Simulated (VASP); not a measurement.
**Be: electric field gradients with PBEsol**

The system is Be.

```
CELL_PARAMETERS angstrom
-1.26565 1.26565 1.25312
1.26565 -1.26565 1.25312
1.26565 1.26565 -1.25312
ATOMIC_POSITIONS crystal
Be 0.00000 0.00000 0.00000
```

This cell differs from its parent crystal: equal xx and yy strain of +1 %.

```json
{
  "Program": "VASP 6.6.1",
  "Task": "electric field gradients",
  "Functional": "PBEsol",
  "Potentials or basis": "VASP PAW PBE potentials, release 64 (Be)",
  "Cutoff": "520 eV",
  "k mesh": "23 × 23 × 23",
  "Occupations": "fermi-dirac, width 0.03 eV",
  "Spin": "no spin polarisation",
  "Dipole correction": "no",
  "Further INCAR settings": "ALGO = Normal; EDIFF = 1e-08; NBANDS = 7"
}
```

The pressure is -3.9 GPa. The band gap on the k mesh is zero (band 1 reaches 11.45 eV, above the bottom of band 2 at 6.48 eV).

Stress tensor (GPa, compression positive):
```
-3.74  0.00  0.00
 0.00 -3.74  0.00
 0.00  0.00 -4.21
```

Levels at points of the mesh, in eV from the Fermi level:
```csv
k point,band 1,band 2,band 3,band 4
"(0.00, 0.00, 0.00)",-12.12,18.99,18.99,19.08
```

It took 20 s on 1 thread of AMD EPYC 9R45 96-Core Processor (Zen 5), on a shared host, peak memory 0.12 GiB.

Caveat: the cell differs from its parent crystal (equal xx and yy strain of +1 %); without QUAD_EFG the Cq values of the log hold for a quadrupole moment of 1 mb, not for the nuclei; the PAW data sets were made with another functional, which shifts forces and pressure a little.
